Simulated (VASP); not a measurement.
# BPd4 (P-43m) in VASP: further runs

The runs below take BPd4 through single point, relaxation of cell and atoms, with PBE.

All numbers are computed with VASP 6.6.1; they aren't measurements. Logs are shortened: lines on timing, memory, paths and dates and some standing lists are left out, and cuts for length are marked.

## (1) The cell of the first run

Symmetry: P-43m, No. 215, cubic system. The conventional cell has a = 4.203 Å, b = 4.203 Å, c = 4.203 Å, α = 90.00°, β = 90.00°, γ = 90.00°. Within 2.6 Å of B (site symmetry -43m) lie 4 Pd at 1.93 Å. Pd (site symmetry 3m) has 1 B at 1.93 Å within 2.6 Å.

## (2) Single point, PBE

INCAR reads:

```
ALGO = Fast
EDIFF = 1E-6
ENCUT = 520
GGA = PE
ISIF = 2
ISMEAR = 0
LASPH = True
LCHARG = True
LELF = True
LREAL = False
LVHAR = True
LWAVE = False
NBANDS = 30
NELM = 80
PREC = Accurate
SIGMA = 0.1
```

KPOINTS reads:

```
k-points
0
Gamma
  10 10 10
```

POSCAR reads:

```
BPd4
1.0
    4.2026343489      0.0000000000      0.0000000000
    0.0000000000      4.2026343489      0.0000000000
    0.0000000000      0.0000000000      4.2026343489
B Pd
1 4
Direct
    0.5000000000      0.5000000000      0.5000000000
    0.2342540740      0.2342540740      0.2342540740
    0.7657459260      0.7657459260      0.2342540740
    0.7657459260      0.2342540740      0.7657459260
    0.2342540740      0.7657459260      0.7657459260
```

Potentials or basis: VASP PAW PBE potentials, release 64 (B, Pd).

Command:

```console
$ cat potpaw_PBE.64/B/POTCAR potpaw_PBE.64/Pd/POTCAR > POTCAR
$ mpirun -np 1 vasp_std > vasp.out
```

OUTCAR:

```text
EDIFF = 1E-6
   ENCUT = 520
   GGA = PE
   ISIF = 2
   ISMEAR = 0
   LASPH = True
   LREAL = False
   NELM = 80
   PREC = Accurate

 ion  position               nearest neighbor table
   1  0.500  0.500  0.500-   2 1.93   3 1.93   4 1.93   5 1.93
   2  0.234  0.234  0.234-   1 1.93   3 2.78   4 2.78   5 2.78   4 2.98   5 2.98   3 2.98   4 2.98
                             3 2.98   5 2.98   5 3.16   3 3.16   4 3.16
   3  0.766  0.766  0.234-   1 1.93   2 2.78   4 2.78   5 2.78   4 2.98   5 2.98   2 2.98   4 2.98
                             2 2.98   5 2.98   4 3.16   5 3.16   2 3.16
   4  0.766  0.234  0.766-   1 1.93   2 2.78   3 2.78   5 2.78   3 2.98   5 2.98   2 2.98   3 2.98
                             2 2.98   5 2.98   3 3.16   5 3.16   2 3.16
   5  0.234  0.766  0.766-   1 1.93   2 2.78   3 2.78   4 2.78   3 2.98   4 2.98   2 2.98   3 2.98
                             2 2.98   4 2.98   3 3.16   4 3.16   2 3.16

  LATTYP: Found a simple cubic cell.
 ALAT       =     4.2026343489

  Lattice vectors:

 A1 = (   4.2026343489,   0.0000000000,   0.0000000000)
 A2 = (   0.0000000000,   4.2026343489,   0.0000000000)
 A3 = (   0.0000000000,   0.0000000000,   4.2026343489)

Analysis of symmetry for initial positions (statically):
=====================================================================
 Subroutine PRICEL returns:
 Original cell was already a primitive cell.

 Routine SETGRP: Setting up the symmetry group for a
 simple cubic supercell.

 Subroutine GETGRP returns: Found 24 space group operations
 (whereof 24 operations were pure point group operations)
 out of a pool of 48 trial point group operations.

The static configuration has the point symmetry T_d .

Analysis of symmetry for dynamics (positions and initial velocities):
=====================================================================
 Subroutine PRICEL returns:
 Original cell was already a primitive cell.

 Routine SETGRP: Setting up the symmetry group for a
 simple cubic supercell.

 Subroutine GETGRP returns: Found 24 space group operations
 (whereof 24 operations were pure point group operations)
 out of a pool of 48 trial point group operations.

The dynamic configuration has the point symmetry T_d .

 Subroutine INISYM returns: Found 24 space group operations
 (whereof 24 operations are pure point group operations),
 and found     1 'primitive' translations

----------------------------------------------------------------------------------------

                                     Primitive cell

  volume of cell :      74.2275

  direct lattice vectors                    reciprocal lattice vectors
     4.202634349  0.000000000  0.000000000     0.237945992  0.000000000  0.000000000
     0.000000000  4.202634349  0.000000000     0.000000000  0.237945992  0.000000000
     0.000000000  0.000000000  4.202634349     0.000000000  0.000000000  0.237945992

  length of vectors
     4.202634349  4.202634349  4.202634349     0.237945992  0.237945992  0.237945992

  position of ions in fractional coordinates (direct lattice)
     0.500000000  0.500000000  0.500000000
     0.234254074  0.234254074  0.234254074
     0.765745926  0.765745926  0.234254074
     0.765745926  0.234254074  0.765745926
     0.234254074  0.765745926  0.765745926

  ion indices of the primitive-cell ions
   primitive index   ion index
                 1           1
                 2           2
                 3           3
                 4           4
                 5           5

----------------------------------------------------------------------------------------

 KPOINTS: k-points

Automatic generation of k-mesh.
 Grid dimensions read from file:
 generate k-points for:   10   10   10

 Generating k-lattice:

  Cartesian coordinates                     Fractional coordinates (reciprocal lattice)
     0.023794599  0.000000000  0.000000000     0.100000000  0.000000000  0.000000000
     0.000000000  0.023794599  0.000000000     0.000000000  0.100000000  0.000000000
     0.000000000  0.000000000  0.023794599     0.000000000  0.000000000  0.100000000

  Length of vectors
     0.023794599  0.023794599  0.023794599

  Shift w.r.t. Gamma in fractional coordinates (k-lattice)
     0.000000000  0.000000000  0.000000000

 Subroutine IBZKPT returns following result:
 ===========================================

 Found     56 irreducible k-points:

 Following reciprocal coordinates:
            Coordinates               Weight
  0.000000  0.000000  0.000000      1.000000
  0.100000  0.000000  0.000000      6.000000
  0.200000  0.000000  0.000000      6.000000
  0.300000  0.000000  0.000000      6.000000
  0.400000  0.000000  0.000000      6.000000
  0.500000  0.000000  0.000000      3.000000
[... 16 lines left out ...]
  0.200000  0.100000  0.100000     24.000000
  0.300000  0.100000  0.100000     24.000000
 [... further k-points ...]
   k-points           NKPTS =     56   k-points in BZ     NKDIM =     56   number of bands    NBANDS=     30
   number of dos      NEDOS =    301   number of ions     NIONS =      5
   total plane-waves  NPLWV =  32768
   dimension x,y,z NGX =    32 NGY =   32 NGZ =   32
   dimension x,y,z NGXF=    64 NGYF=   64 NGZF=   64
   ions per type =               1   4
   NGX,Y,Z   is equivalent  to a cutoff of  12.66, 12.66, 12.66 a.u.
   NGXF,Y,Z  is equivalent  to a cutoff of  25.32, 25.32, 25.32 a.u.
 SYSTEM =  unknown system
   PREC   = accura    normal or accurate (medium, high low for compatibility)
   ISTART =      0    job   : 0-new  1-cont  2-samecut
   ICHARG =      2    charge: 1-file 2-atom 10-const
   ISPIN  =      1    spin polarized calculation?
   LNONCOLLINEAR =      F non collinear calculations
   LSORBIT =      F    spin-orbit coupling
   LASPH  =      T    aspherical Exc in radial PAW
   ENCUT  =  520.0 eV  38.22 Ry    6.18 a.u.   7.81  7.81  7.81*2*pi/ulx,y,z
   NELM   =     80;   NELMIN=  2; NELMDL= -5     # of ELM steps
   EDIFF  = 0.1E-05   stopping-criterion for ELM
   LREAL  =      F    real-space projection
   EDIFFG = 0.1E-04   stopping-criterion for IOM
   NSW    =      0    number of steps for IOM
   IBRION =     -1    ionic relax: 0-MD 1-quasi-New 2-CG
   NFREE  =      0    steps in history (QN), initial steepest desc. (CG)
   ISIF   =      2    stress and relaxation
   ISYM   =      2    0-nonsym 1-usesym 2-fastsym
   POTIM  = 0.5000    time-step for ionic-motion
   TEBEG  =    0.0;   TEEND  =   0.0 temperature during run
   PSTRESS=    0.0 pullay stress
   NELECT =      43.0000    total number of electrons
   NUPDOWN=      -1.0000    fix difference up-down
   EMIN   =  10.00;   EMAX   =-10.00  energy-range for DOS
   EFERMI =   0.00;   METHOD = LEGACY
   ISMEAR =     0;   SIGMA  =   0.10  broadening in eV -4-tet -1-fermi 0-gaus
   EFERMI_NEDOS =   21; number of points for ismear=-14 and -15
   IALGO  =     68    algorithm
   IMIX   =      4    mixing-type and parameters
     AMIX     =   0.40;   BMIX     =  1.00
     AMIX_MAG =   1.60;   BMIX_MAG =  1.00
  volume/ion in A,a.u.               =      14.85       100.18
  Fermi-wavevector in a.u.,A,eV,Ry     =   1.364717  2.578942 25.340217  1.862453
  Thomas-Fermi vector in A             =   2.491009
   LORBIT       =      0    0 simple, 1 ext, 2 COOP (PROOUT), +10 PAW based schemes
   GGA     = PE    functional components
   LHFCALC =     F    Hartree Fock is set to
   AEXX    =    0.0000 exact exchange contribution
   IVDW    =     0    specifies the selected vdW correction
   LEPSILON=     F    determine dielectric tensor
   LRPA    =     F    only Hartree local field effects (RPA)
 non-spin polarized calculation
 RMM-DIIS sequential band-by-band and
 Gauss-broadening in eV      SIGMA  =   0.10
  energy-cutoff  :      520.00
  volume of cell :       74.23
 maximum number of plane-waves:      2016
 NGX is ok and might be reduce to    32
   NGX = 15   NGY = 15   NGZ = 15

 number of electron      43.0000019 magnetization

 Free energy of the ion-electron system (eV)
  ---------------------------------------------------
  ext. energy  EPLUGINS =         0.00000000
  ---------------------------------------------------
  free energy    TOTEN  =       -27.48128202 eV

  energy without entropy =      -27.46821876  energy(sigma->0) =      -27.47475039

 E-fermi :   7.9867     XC(G=0): -12.2787

 val. band max:        7.9513242580   @ k =   0.4000   0.4000   0.3000
 cond. band min:       7.9962570354   @ k =   0.4000   0.3000   0.3000
 fundamental gap:      0.0449327774
 Fermi energy:         7.9866576884

 k-point     1 :       0.0000    0.0000    0.0000
  band No.  band energies     occupation
      1      -1.0050      2.00000
      2       2.4708      2.00000
      3       2.4708      2.00000
      4       2.4708      2.00000
      5       2.8373      2.00000
      6       3.6746      2.00000
[... 22 lines left out ...]
     29      17.1050      0.00000
     30      17.1050      0.00000

 k-point     2 :       0.1000    0.0000    0.0000
  band No.  band energies     occupation
      1      -0.9407      2.00000
      2       2.4515      2.00000
      3       2.5304      2.00000
      4       2.5304      2.00000
      5       2.9081      2.00000
      6       3.7127      2.00000
[... 22 lines left out ...]
     29      17.1244      0.00000
     30      17.2627      0.00000

 k-point     3 :       0.2000    0.0000    0.0000
  band No.  band energies     occupation
      1      -0.7591      2.00000
      2       2.3943      2.00000
      3       2.7001      2.00000
      4       2.7001      2.00000
      5       3.0948      2.00000
      6       3.8255      2.00000
[... 22 lines left out ...]
     29      17.1251      0.00000
     30      17.7699      0.00000

 k-point     4 :       0.3000    0.0000    0.0000
  band No.  band energies     occupation
      1      -0.4992      2.00000
      2       2.2759      2.00000
      3       2.9472      2.00000
      4       2.9472      2.00000
      5       3.3624      2.00000
      6       4.0057      2.00000
[... 616 lines left out ...]
     29      17.4767      0.00000
     30      17.4767      0.00000

 k-point    23 :       0.2000    0.1000    0.1000
  band No.  band energies     occupation
      1      -0.6532      2.00000
      2       2.4785      2.00000
      3       2.7329      2.00000
      4       2.7681      2.00000
      5       3.2167      2.00000
      6       3.9092      2.00000
[... 22 lines left out ...]
     29      17.1125      0.00000
     30      18.0245      0.00000

 k-point    24 :       0.3000    0.1000    0.1000
  band No.  band energies     occupation
      1      -0.4181      2.00000
      2       2.3738      2.00000
      3       2.9470      2.00000
      4       3.0052      2.00000
      5       3.4772      2.00000
      6       4.0758      2.00000
[... 22 lines left out ...]
     29      16.9384      0.00000
     30      18.5090      0.00000

 [... further k-points ...]
[... 5 lines left out ...]
  --------------------------------------------------------------------------------------
  -------------------------------------------------------------------------------------
  Total        0.1106540      0.1106540      0.1106540     -0.0000000     -0.0000000     -0.0000000
  in kB        2.3884322      2.3884322      2.3884322     -0.0000000     -0.0000000     -0.0000000
  external PRESSURE =       2.3884322 kB  Pullay stress =       0.0000000 kB

 VOLUME and BASIS-vectors are now :
 -----------------------------------------------------------------------------
  energy-cutoff  :      520.00
  volume of cell :       74.23
      direct lattice vectors                 reciprocal lattice vectors
     4.202634349  0.000000000  0.000000000     0.237945992  0.000000000  0.000000000
     0.000000000  4.202634349  0.000000000     0.000000000  0.237945992  0.000000000
     0.000000000  0.000000000  4.202634349     0.000000000  0.000000000  0.237945992

 POSITION                                       TOTAL-FORCE (eV/Angst)
 -----------------------------------------------------------------------------------
      2.10132      2.10132      2.10132        -0.000000     -0.000000      0.000000
      0.98448      0.98448      0.98448        -0.046822     -0.046822     -0.046822
      3.21815      3.21815      0.98448         0.046822      0.046822     -0.046822
      3.21815      0.98448      3.21815         0.046822     -0.046822      0.046822
      0.98448      3.21815      3.21815        -0.046822      0.046822      0.046822
 -----------------------------------------------------------------------------------
    total drift:                                0.000000      0.000000      0.000000

  FREE ENERGIE OF THE ION-ELECTRON SYSTEM (eV)
  ---------------------------------------------------
  free  energy   TOTEN  =       -27.4812820208 eV

  energy  without entropy=      -27.4682187573  energy(sigma->0) =      -27.47475039
```

It took 52 s on 1 thread of Intel Xeon Platinum 8488C (Sapphire Rapids), shared host; peak memory 0.24 GiB.

Results:

```
Free energy   : -27.4813 eV
Pressure      : 0.2 GPa
Largest force : 0.081 eV/Å
```

Forces in eV/Å, atoms in the order of the input:
```
B    0.000  0.000  0.000
Pd  -0.047 -0.047 -0.047
Pd   0.047  0.047 -0.047
Pd   0.047 -0.047  0.047
Pd  -0.047  0.047  0.047
```

Levels at points of the mesh, in eV from the Fermi level:
```csv
k point,band 18,band 19,band 20,band 21,band 22,band 23,band 24,band 25
"(0.00, 0.00, 0.00)",-0.91,-0.81,-0.37,-0.37,-0.37,2.66,2.66,3.54
"(0.50, 0.00, 0.00)",-1.55,-1.42,-1.13,-0.61,-0.61,2.56,3.79,3.79
"(0.50, 0.50, 0.00)",-2.13,-1.49,-1.24,0.33,0.33,0.48,0.89,3.51
"(0.50, 0.50, 0.50)",-0.85,-0.85,-0.57,-0.57,0.03,0.03,0.03,3.40
```

## (3) Relaxation of cell and atoms, PBE

INCAR reads:

```
  PREC = Accurate
  ENCUT = 600
  EDIFF = 1E-6
  ISMEAR = 0
  SIGMA = 0.1
  LREAL = False
  LASPH = True
  NELM = 100
  ALGO = Fast
  ISIF = 3
  LWAVE = False
  LCHARG = False
  GGA = PE
  IBRION = 2
  NSW = 100
  EDIFFG = -0.01
```

KPOINTS reads:

```
Automatic mesh
0
Gamma
  10 10 10
```

POSCAR reads:

```
BPd4
1.0
    4.2013854119      0.0000000000      0.0000000000
    0.0000000000      4.2013854119      0.0000000000
    0.0000000000      0.0000000000      4.2013854119
B Pd
1 4
Direct
    0.5000000000      0.5000000000      0.5000000000
    0.2342314685      0.2342314685      0.2342314685
    0.7657685315      0.7657685315      0.2342314685
    0.7657685315      0.2342314685      0.7657685315
    0.2342314685      0.7657685315      0.7657685315
```

Potentials or basis: VASP PAW PBE potentials, release 64 (B, Pd).

Command:

```console
$ cat potpaw_PBE.64/B/POTCAR potpaw_PBE.64/Pd/POTCAR > POTCAR
$ mpirun -np 1 vasp_std > vasp.out
```

Wall time 7.8 min (1 thread of Intel Xeon 8259CL, shared host); peak memory 0.29 GiB.

The run converged. Its results:

```yaml
Free_energy: -27.4826 eV
Relaxed_volume: 14.85 Å³/atom
Relaxed_cell: a = 4.203 Å, b = 4.203 Å, c = 4.203 Å, α = 90.00°, β = 90.00°, γ = 90.00°
Space_group_after_relaxing_to_0.05_Å: P-43m (No. 215)
Energy_gained_by_relaxing: 0.1 meV/atom
Ionic_steps: 4
Pressure_after_relaxing: 0.0 GPa
Largest_force_after_relaxing: 0.005 eV/Å
```

Forces on the atoms (eV/Å):
```
B    0.000  0.000  0.000
Pd   0.003  0.003  0.003
Pd  -0.003 -0.003  0.003
Pd  -0.003  0.003 -0.003
Pd   0.003 -0.003 -0.003
```

The path:
```csv
step,energy change (eV),largest force (eV/Å),pressure (GPa),volume (Å³)
1,0.0000,0.0800,0.33,74.16
2,-0.0002,0.0382,-0.47,74.49
3,-0.0005,0.0186,-0.13,74.34
4,-0.0006,0.0050,0.04,74.25
```

Final structure:
```
B Pd
1.0
     4.20304    0.00000    0.00000
     0.00000    4.20304    0.00000
     0.00000    0.00000    4.20304
B Pd
1 4
Direct
  0.50000 0.50000 0.50000
  0.23380 0.23380 0.23380
  0.76620 0.76620 0.23380
  0.76620 0.23380 0.76620
  0.23380 0.76620 0.76620
```

Levels at points of the mesh, in eV from the Fermi level:
| k point | band 18 | band 19 | band 20 | band 21 | band 22 | band 23 | band 24 | band 25 |
| --- | --- | --- | --- | --- | --- | --- | --- | --- |
| (0.00, 0.00, 0.00) | -0.90 | -0.82 | -0.37 | -0.37 | -0.37 | 2.67 | 2.67 | 3.52 |
| (0.50, 0.00, 0.00) | -1.54 | -1.42 | -1.13 | -0.61 | -0.61 | 2.54 | 3.77 | 3.77 |
| (0.50, 0.50, 0.00) | -2.12 | -1.48 | -1.22 | 0.33 | 0.33 | 0.48 | 0.89 | 3.49 |
| (0.50, 0.50, 0.50) | -0.84 | -0.84 | -0.57 | -0.57 | 0.04 | 0.04 | 0.04 | 3.39 |

(Continued in part 2 of 2.)
